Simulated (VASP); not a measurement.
# Pb (Pm-3m) in VASP: relaxation of cell and atoms with PBEsol

Aim: the relaxation of cell and atoms of Pb with PBEsol.

Program: VASP 6.6.1. These are calculated values, not measurements. Logs are shortened: lines on timing, memory, paths and dates and some standing lists are left out, and cuts for length are marked.

**1. The cell of the first run**

The structure is cubic, space group Pm-3m (No. 221). The conventional cell has a = 3.192 Å, b = 3.192 Å, c = 3.192 Å, α = 90.00°, β = 90.00°, γ = 90.00°. Pb (site symmetry m-3m) has 6 Pb at 3.19 Å within 4.2 Å.

This isn't the form of Pb at room conditions, which is fcc.

**2. Relaxation of cell and atoms, PBEsol**

File INCAR:

```
PREC = Accurate ; ENCUT = 600
EDIFF = 1E-7 ; ISMEAR = 0
SIGMA = 0.1 ; LREAL = False
LASPH = True ; NELM = 60
ALGO = Normal ; ISIF = 3
LWAVE = False ; LCHARG = False
GGA = PS ; IBRION = 2
NSW = 100 ; EDIFFG = -0.01
```

File KPOINTS:

```
Automatic mesh
0
Gamma
  18 18 18
```

File POSCAR:

```
Pb
1.0
    3.1917453948      0.0000000000      0.0000000000
    0.0000000000      3.1917453948      0.0000000000
    0.0000000000      0.0000000000      3.1917453948
Pb
1
Direct
    0.0000000000      0.0000000000      0.0000000000
```

Potentials or basis: VASP PAW PBE potentials, release 64 (Pb_d).

The run is started by

```bash
cat potpaw_PBE.64/Pb_d/POTCAR > POTCAR
mpirun -np 1 vasp_std > vasp.out
```

OUTCAR:

```text
PREC = Accurate
   ENCUT = 600
   EDIFF = 1E-7
   ISMEAR = 0
   LREAL = False
   LASPH = True
   NELM = 60
   ISIF = 3
   GGA = PS
   IBRION = 2
   NSW = 100
   EDIFFG = -0.01

 ion  position               nearest neighbor table
   1  0.000  0.000  0.000-

  LATTYP: Found a simple cubic cell.
 ALAT       =     3.1917453948

  Lattice vectors:

 A1 = (   3.1917453948,   0.0000000000,   0.0000000000)
 A2 = (   0.0000000000,   3.1917453948,   0.0000000000)
 A3 = (   0.0000000000,   0.0000000000,   3.1917453948)

Analysis of symmetry for initial positions (statically):
=====================================================================
 Subroutine PRICEL returns:
 Original cell was already a primitive cell.

 Routine SETGRP: Setting up the symmetry group for a
 simple cubic supercell.

 Subroutine GETGRP returns: Found 48 space group operations
 (whereof 48 operations were pure point group operations)
 out of a pool of 48 trial point group operations.

The static configuration has the point symmetry O_h .

Analysis of symmetry for dynamics (positions and initial velocities):
=====================================================================
 Subroutine PRICEL returns:
 Original cell was already a primitive cell.

 Routine SETGRP: Setting up the symmetry group for a
 simple cubic supercell.

 Subroutine GETGRP returns: Found 48 space group operations
 (whereof 48 operations were pure point group operations)
 out of a pool of 48 trial point group operations.

The dynamic configuration has the point symmetry O_h .

 Subroutine INISYM returns: Found 48 space group operations
 (whereof 48 operations are pure point group operations),
 and found     1 'primitive' translations

----------------------------------------------------------------------------------------

                                     Primitive cell

  volume of cell :      32.5151

  direct lattice vectors                    reciprocal lattice vectors
     3.191745395  0.000000000  0.000000000     0.313308199  0.000000000  0.000000000
     0.000000000  3.191745395  0.000000000     0.000000000  0.313308199  0.000000000
     0.000000000  0.000000000  3.191745395     0.000000000  0.000000000  0.313308199

  length of vectors
     3.191745395  3.191745395  3.191745395     0.313308199  0.313308199  0.313308199
[... 91 lines left out ...]
   NUPDOWN=      -1.0000    fix difference up-down
   EMIN   =  10.00;   EMAX   =-10.00  energy-range for DOS
   EFERMI =   0.00;   METHOD = LEGACY
   ISMEAR =     0;   SIGMA  =   0.10  broadening in eV -4-tet -1-fermi 0-gaus
   EFERMI_NEDOS =   21; number of points for ismear=-14 and -15
   IALGO  =     38    algorithm
   IMIX   =      4    mixing-type and parameters
     AMIX     =   0.40;   BMIX     =  1.00
     AMIX_MAG =   1.60;   BMIX_MAG =  1.00
  volume/ion in A,a.u.               =      32.52       219.42
  Fermi-wavevector in a.u.,A,eV,Ry     =   1.236202  2.336082 20.792344  1.528194
  Thomas-Fermi vector in A             =   2.370820
   LORBIT       =      0    0 simple, 1 ext, 2 COOP (PROOUT), +10 PAW based schemes
   GGA     = PS    functional components
   LHFCALC =     F    Hartree Fock is set to
   AEXX    =    0.0000 exact exchange contribution
   IVDW    =     0    specifies the selected vdW correction
   LEPSILON=     F    determine dielectric tensor
   LRPA    =     F    only Hartree local field effects (RPA)
 conjugate gradient relaxation of ions
 non-spin polarized calculation
 Gauss-broadening in eV      SIGMA  =   0.10
  energy-cutoff  :      600.00
  volume of cell :       32.52
 maximum number of plane-waves:      1108
 NGX is ok and might be reduce to    28
   NGX = 13   NGY = 13   NGZ = 13

--------------------------------------- Ionic step        1  -------------------------------------------

 number of electron      14.0000003 magnetization

 Free energy of the ion-electron system (eV)
  ---------------------------------------------------
  ext. energy  EPLUGINS =         0.00000000
  ---------------------------------------------------
  free energy    TOTEN  =        -3.80341558 eV

  energy without entropy =       -3.80080515  energy(sigma->0) =       -3.80211037

------------------------ aborting loop because EDIFF is reached ----------------------------------------

  FORCE on cell =-STRESS in cart. coord.  units (eV):
  Direction    XX          YY          ZZ          XY          YZ          ZX
  --------------------------------------------------------------------------------------
  -------------------------------------------------------------------------------------
  Total       -0.0745002     -0.0745002     -0.0745002      0.0000000      0.0000000      0.0000000
  in kB       -3.6709906     -3.6709906     -3.6709906      0.0000000      0.0000000      0.0000000
  external PRESSURE =      -3.6709906 kB  Pullay stress =       0.0000000 kB
[... 57 lines left out ...]
--------------------------------------- Ionic step        3  -------------------------------------------

 number of electron      14.0000003 magnetization

 Free energy of the ion-electron system (eV)
  ---------------------------------------------------
  ext. energy  EPLUGINS =         0.00000000
  ---------------------------------------------------
  free energy    TOTEN  =        -3.80374827 eV

  energy without entropy =       -3.80117547  energy(sigma->0) =       -3.80246187

 E-fermi :   6.2155     XC(G=0):  -9.9553

 val. band max:        6.1705945500   @ k =   0.3333   0.3333   0.2222
 cond. band min:       6.2167518284   @ k =   0.3333   0.2778   0.2778
 fundamental gap:      0.0461572784
 Fermi energy:         6.2154718829

 k-point     1 :       0.0000    0.0000    0.0000
  band No.  band energies     occupation
      1     -11.0086      2.00000
      2     -11.0086      2.00000
      3     -10.3486      2.00000
      4     -10.3486      2.00000
      5     -10.3486      2.00000
      6      -5.3037      2.00000
      7      11.2866      0.00000
      8      11.2866      0.00000
      9      11.2866      0.00000
     10      14.2811      0.00000
     11      15.7386      0.00000
[... 309 lines left out ...]
 k-point    24 :       0.3333    0.1111    0.0000
  band No.  band energies     occupation
      1     -10.9407      2.00000
      2     -10.6230      2.00000
      3     -10.5113      2.00000
      4     -10.4803      2.00000
      5     -10.3579      2.00000
      6      -3.5548      2.00000
      7       4.1945      2.00000
      8      10.9218      0.00000
      9      13.1453      0.00000
     10      16.3352      0.00000
     11      16.8540      0.00000

 [... further k-points ...]
[... 5 lines left out ...]
  --------------------------------------------------------------------------------------
  -------------------------------------------------------------------------------------
  Total        0.0005850      0.0005850      0.0005850      0.0000000     -0.0000000     -0.0000000
  in kB        0.0290782      0.0290782      0.0290782      0.0000000     -0.0000000     -0.0000000
  external PRESSURE =       0.0290782 kB  Pullay stress =       0.0000000 kB
[... 16 lines left out ...]
  FREE ENERGIE OF THE ION-ELECTRON SYSTEM (eV)
  ---------------------------------------------------
  free  energy   TOTEN  =        -3.8037482718 eV

  energy  without entropy=       -3.8011754750  energy(sigma->0) =       -3.80246187

 reached required accuracy - stopping structural energy minimisation
```

OSZICAR:

```text
N       E                     dE             d eps       ncg     rms          rms(c)
DAV:   1     0.108295747432E+03    0.10830E+03   -0.80093E+03  4864   0.162E+03
[... 22 lines left out ...]
       N       E                     dE             d eps       ncg     rms          rms(c)
DAV:   1    -0.380444619811E+01   -0.71559E-03   -0.20972E-02  5548   0.325E+00    0.136E-01
DAV:   2    -0.380383793597E+01    0.60826E-03   -0.12376E-03  5578   0.779E-01    0.483E-02
DAV:   3    -0.380375057305E+01    0.87363E-04   -0.36095E-04  6290   0.398E-01    0.396E-03
DAV:   4    -0.380374934704E+01    0.12260E-05   -0.45095E-06  5014   0.253E-02    0.213E-03
DAV:   5    -0.380374824189E+01    0.11051E-05   -0.22511E-06  4951   0.157E-02    0.138E-03
DAV:   6    -0.380374827182E+01   -0.29929E-07   -0.19143E-07  4149   0.928E-03
   3 F= -.38037483E+01 E0= -.38024619E+01  d E =-.332693E-03
```

CONTCAR:

```text
Pb
   1.00000000000000
     3.1824120845543806   -0.0000000000000000    0.0000000000000000
     0.0000000000000000    3.1824120845543806    0.0000000000000000
     0.0000000000000000    0.0000000000000000    3.1824120845543806
  Pb
     1
Direct
     0.0000000000000000    0.0000000000000000    0.0000000000000000

  0.00000000E+00  0.00000000E+00  0.00000000E+00
```

Run time: 4.3 min. Hardware: 1 thread of Intel Xeon 8259CL, shared host; peak memory 0.24 GiB.

Results:

- Free energy: -3.8037 eV
- Relaxed volume: 32.23 Å³/atom
- Relaxed cell: a = 3.182 Å, b = 3.182 Å, c = 3.182 Å, α = 90.00°, β = 90.00°, γ = 90.00°
- Space group after relaxing (to 0.1 Å): Pm-3m (No. 221)
- Energy gained by relaxing: 0.3 meV/atom
- Ionic steps: 3
- Pressure after relaxing: 0.0 GPa
- Band gap on the k mesh: zero (bands 7 and 8 overlap by 7.01 eV)

The path:
| step | energy change (eV) | largest force (eV/Å) | pressure (GPa) | volume (Å³) |
| --- | --- | --- | --- | --- |
| 1 | 0.0000 | 0.0000 | -0.37 | 32.52 |
| 2 | -0.0003 | 0.0000 | 0.09 | 32.17 |
| 3 | -0.0003 | 0.0000 | 0.00 | 32.23 |

Final structure:
```cif
data_structure
_symmetry_space_group_name_H-M 'P 1'
_symmetry_Int_Tables_number 1
_cell_length_a 3.1824
_cell_length_b 3.1824
_cell_length_c 3.1824
_cell_angle_alpha 90.000
_cell_angle_beta 90.000
_cell_angle_gamma 90.000
_cell_volume 32.23
loop_
_atom_site_label
_atom_site_type_symbol
_atom_site_fract_x
_atom_site_fract_y
_atom_site_fract_z
_atom_site_occupancy
Pb1 Pb 0.00000 0.00000 0.00000 1
```

Caveat: the PAW data sets were made with another functional, which shifts forces and pressure a little; spin-orbit coupling is left out, which moves the levels of the heavy elements.

The gap in the log of VASP goes by the Fermi energy; the results here count the filled bands.